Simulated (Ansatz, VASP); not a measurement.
**HfO2 in VASP and in Ansatz**

```
Hf O
1.0
     5.16125    0.00000   -0.01582
     0.00000    5.21172    0.00000
    -0.88204    0.00000    5.27923
Hf O
4 8
Direct
  0.27574 0.04289 0.20837
  0.72426 0.54289 0.29163
  0.72426 0.95711 0.79163
  0.27574 0.45711 0.70837
  0.44917 0.75720 0.47662
  0.55083 0.25720 0.02338
  0.55083 0.24280 0.52338
  0.44917 0.74280 0.97662
  0.06711 0.32857 0.34850
  0.93289 0.82857 0.15150
  0.93289 0.67143 0.65150
  0.06711 0.17143 0.84850
```

Alike in both runs: functional PBE; k mesh 6 × 6 × 6; no spin polarisation.

Ansatz relaxed the structure, and its values are those at the end. VASP's run is a single point on that final structure, the one shown.

|  | VASP | Ansatz |
| --- | --- | --- |
| version | VASP 6.6.1 | Ansatz 0.2.0 |
| potentials or method | VASP PAW PBE potentials, release 64 (Hf_pv, O), cutoff 520 eV | scalar-relativistic, plane waves, PAW |
| occupations | gaussian, width 0.01 eV | fixed |
| valence electrons in the cell | 88 | 152 |

|  | VASP | Ansatz | Ansatz less VASP |
| --- | --- | --- | --- |
| gap on the k mesh at the Fermi level (eV) | 4.00 | 4.04 | +0.042 |
| least direct gap on the mesh (eV) | 4.08 | 4.12 | +0.046 |
| pressure (GPa) | -3.0 | 0.0 | +3.04 |
| rms of the force components (eV/Å) | 0.034 | 0.000 | -0.0340 |

VASP's potentials hold 88 valence electrons a cell and Ansatz's 152, so a difference there can come from the potentials and not from the codes.

Spin-orbit coupling is off throughout.
